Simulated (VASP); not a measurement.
# AlCu (Pm-3m) in VASP: a series of runs, part 2 of 2

VASP 6.6.1. Earlier steps stand in the parts before.

## Step 3: Single point, r2SCAN (strain +0.040 along x and y, +0.040 along z)

Contents of POSCAR:

```
AlCu
1.0
    3.0751183579      0.0000000000      0.0000000000
    0.0000000000      3.0751183579      0.0000000000
    0.0000000000      0.0000000000      3.0751183579
Al Cu
1 1
Direct
    0.0000000000      0.0000000000      0.0000000000
    0.5000000000      0.5000000000      0.5000000000
```

Contents of INCAR.step1:

```
  PREC = Accurate
  ENCUT = 520
  ISMEAR = 0
  SIGMA = 0.15
  LREAL = False
  LASPH = True
  NELM = 80
  NBANDS = 14
  GGA = PE
  ALGO = Normal
  EDIFF = 1E-4
  LWAVE = True
  LCHARG = False
```

Contents of INCAR.step2:

```
  PREC = Accurate
  ENCUT = 520
  EDIFF = 1E-6
  ISMEAR = 0
  SIGMA = 0.15
  LREAL = False
  LASPH = True
  NELM = 80
  ALGO = Normal
  ISIF = 2
  LWAVE = False
  LCHARG = False
  METAGGA = R2SCAN
  LMIXTAU = True
  NBANDS = 14
  ISTART = 1
```

Contents of KPOINTS:

```
Automatic mesh
0
Gamma
  20 20 20
```

Potentials or basis: VASP PAW PBE potentials, release 64 (Al, Cu).

Run with:

```bash
$ cat potpaw_PBE.64/Al/POTCAR potpaw_PBE.64/Cu/POTCAR > POTCAR
$ cp INCAR.step1 INCAR
$ mpirun -np 1 vasp_std > vasp.out
$ cp INCAR.step2 INCAR
$ mpirun -np 1 vasp_std > vasp.out
```

OUTCAR:

```text
PREC = Accurate
   ENCUT = 520
   EDIFF = 1E-6
   ISMEAR = 0
   LREAL = False
   LASPH = True
   NELM = 80
   ISIF = 2
   METAGGA = R2SCAN
   ISTART = 1

 ion  position               nearest neighbor table
   1  0.000  0.000  0.000-   2 2.66   2 2.66   2 2.66   2 2.66   2 2.66   2 2.66   2 2.66   2 2.66

   2  0.500  0.500  0.500-   1 2.66   1 2.66   1 2.66   1 2.66   1 2.66   1 2.66   1 2.66   1 2.66

  LATTYP: Found a simple cubic cell.
 ALAT       =     3.0751183579

  Lattice vectors:

 A1 = (   3.0751183579,   0.0000000000,   0.0000000000)
 A2 = (   0.0000000000,   3.0751183579,   0.0000000000)
 A3 = (   0.0000000000,   0.0000000000,   3.0751183579)

Analysis of symmetry for initial positions (statically):
=====================================================================
 Subroutine PRICEL returns:
 Original cell was already a primitive cell.

 Routine SETGRP: Setting up the symmetry group for a
 simple cubic supercell.

 Subroutine GETGRP returns: Found 48 space group operations
 (whereof 48 operations were pure point group operations)
 out of a pool of 48 trial point group operations.

The static configuration has the point symmetry O_h .

Analysis of symmetry for dynamics (positions and initial velocities):
=====================================================================
 Subroutine PRICEL returns:
 Original cell was already a primitive cell.

 Routine SETGRP: Setting up the symmetry group for a
 simple cubic supercell.

 Subroutine GETGRP returns: Found 48 space group operations
 (whereof 48 operations were pure point group operations)
 out of a pool of 48 trial point group operations.

The dynamic configuration has the point symmetry O_h .

 Subroutine INISYM returns: Found 48 space group operations
 (whereof 48 operations are pure point group operations),
 and found     1 'primitive' translations

[... 122 lines left out ...]
   IVDW    =     0    specifies the selected vdW correction
   LEPSILON=     F    determine dielectric tensor
   LRPA    =     F    only Hartree local field effects (RPA)
 non-spin polarized calculation
 Gauss-broadening in eV      SIGMA  =   0.15
  energy-cutoff  :      520.00
  volume of cell :       29.08
 maximum number of plane-waves:       804
 NGX is ok and might be reduce to    24
   NGX = 11   NGY = 11   NGZ = 11

 number of electron      13.9999968 magnetization

 Free energy of the ion-electron system (eV)
  ---------------------------------------------------
  ext. energy  EPLUGINS =         0.00000000
  ---------------------------------------------------
  free energy    TOTEN  =       -17.76973454 eV

  energy without entropy =      -17.76144713  energy(sigma->0) =      -17.76559084

 E-fermi :   8.0808     XC(G=0): -12.0405

 val. band max:        8.0778424720   @ k =   0.5000   0.4500   0.1000
 cond. band min:       8.0818036008   @ k =   0.2500   0.2500   0.2000
 fundamental gap:      0.0039611288
 Fermi energy:         8.0807680003

 k-point     1 :       0.0000    0.0000    0.0000
  band No.  band energies     occupation
      1      -3.3950      2.00000
      2       3.3901      2.00000
      3       3.3901      2.00000
      4       4.3458      2.00000
      5       4.3458      2.00000
      6       4.3458      2.00000
      7      12.0113      0.00000
      8      12.0113      0.00000
      9      12.0113      0.00000
     10      14.4559      0.00000
     11      14.4559      0.00000
     12      18.0809      0.00000
     13      26.7165      0.00000
     14      26.7165      0.00000
[... 377 lines left out ...]
      1      -2.5546      2.00000
      2       3.3837      2.00000
      3       3.4834      2.00000
      4       4.1424      2.00000
      5       4.2016      2.00000
      6       4.3241      2.00000
      7       8.1325      0.62547
      8      11.0661      0.00000
      9      12.9961      0.00000
     10      15.5713      0.00000
     11      18.0994      0.00000
     12      20.7380      0.00000
     13      21.5261      0.00000
     14      22.6069      0.00000

 [... further k-points ...]

------------------------ aborting loop because EDIFF is reached ----------------------------------------

  FORCE on cell =-STRESS in cart. coord.  units (eV):
  Direction    XX          YY          ZZ          XY          YZ          ZX
  --------------------------------------------------------------------------------------
  -------------------------------------------------------------------------------------
  Total       -2.1326551     -2.1326551     -2.1326551      0.0000000      0.0000000      0.0000000
  in kB     -117.5021173   -117.5021173   -117.5021173      0.0000000      0.0000000      0.0000000
  external PRESSURE =    -117.5021173 kB  Pullay stress =       0.0000000 kB

 VOLUME and BASIS-vectors are now :
 -----------------------------------------------------------------------------
  energy-cutoff  :      520.00
  volume of cell :       29.08
      direct lattice vectors                 reciprocal lattice vectors
     3.075118358  0.000000000  0.000000000     0.325190735  0.000000000  0.000000000
     0.000000000  3.075118358  0.000000000     0.000000000  0.325190735  0.000000000
     0.000000000  0.000000000  3.075118358     0.000000000  0.000000000  0.325190735

 POSITION                                       TOTAL-FORCE (eV/Angst)
 -----------------------------------------------------------------------------------
      0.00000      0.00000      0.00000         0.000000      0.000000      0.000000
      1.53756      1.53756      1.53756         0.000000      0.000000      0.000000
 -----------------------------------------------------------------------------------
    total drift:                                0.000000      0.000000     -0.000000

  FREE ENERGIE OF THE ION-ELECTRON SYSTEM (eV)
  ---------------------------------------------------
  free  energy   TOTEN  =       -17.7697345402 eV

  energy  without entropy=      -17.7614471308  energy(sigma->0) =      -17.76559084
```

OSZICAR.step1:

```text
N       E                     dE             d eps       ncg     rms          rms(c)
DAV:   1     0.515560468922E+02    0.51556E+02   -0.59526E+03  8210   0.122E+03
DAV:   2    -0.730054480596E+01   -0.58857E+02   -0.52944E+02  8374   0.201E+02
DAV:   3    -0.936458654970E+01   -0.20640E+01   -0.19953E+01 10544   0.428E+01
DAV:   4    -0.940292501261E+01   -0.38338E-01   -0.38319E-01  9578   0.480E+00
DAV:   5    -0.940435559712E+01   -0.14306E-02   -0.14305E-02 12164   0.101E+00    0.116E+01
DAV:   6    -0.102893234391E+02   -0.88497E+00   -0.41568E+01  9418   0.151E+02    0.975E+00
DAV:   7    -0.777178770250E+01    0.25175E+01   -0.79068E+00  9834   0.702E+01    0.149E+00
DAV:   8    -0.773119574304E+01    0.40592E-01   -0.70994E-01 10864   0.189E+01    0.126E+00
DAV:   9    -0.770716832088E+01    0.24027E-01   -0.11448E-01 10280   0.751E+00    0.565E-02
DAV:  10    -0.770753873392E+01   -0.37041E-03   -0.26018E-03 12348   0.911E-01    0.107E-01
DAV:  11    -0.770731129173E+01    0.22744E-03   -0.85325E-04  7648   0.687E-01    0.141E-02
DAV:  12    -0.770730983755E+01    0.14542E-05   -0.32065E-05  4996   0.101E-01
   1 F= -.77073098E+01 E0= -.77032869E+01  d E =-.804584E-02
```

Wall time 3.4 min (1 thread of Intel Xeon Platinum 8488C (Sapphire Rapids), shared host); peak memory 0.24 GiB.

What came out:

- Free energy: -17.7697 eV
- Pressure: -11.8 GPa
- Band gap on the k mesh: zero (bands 7 and 8 overlap by 4.72 eV)

Levels at points of the mesh, in eV from the Fermi level:
| k point | band 5 | band 6 | band 7 | band 8 | band 9 | band 10 |
| --- | --- | --- | --- | --- | --- | --- |
| (0.00, 0.00, 0.00) | -3.73 | -3.73 | 3.93 | 3.93 | 3.93 | 6.38 |
| (0.50, 0.00, 0.00) | -4.14 | -3.69 | -3.10 | 7.46 | 8.26 | 8.26 |
| (0.50, 0.50, 0.00) | -3.68 | -3.68 | -3.43 | -0.79 | -0.23 | 10.24 |
| (0.50, 0.50, 0.50) | -3.42 | 0.92 | 0.92 | 0.92 | 1.87 | 2.09 |

Caveat: the cell differs from its parent crystal (strain +0.040 along x and y, +0.040 along z); the cell stands under tension; the PAW data sets were made with another functional, which shifts forces and pressure a little.
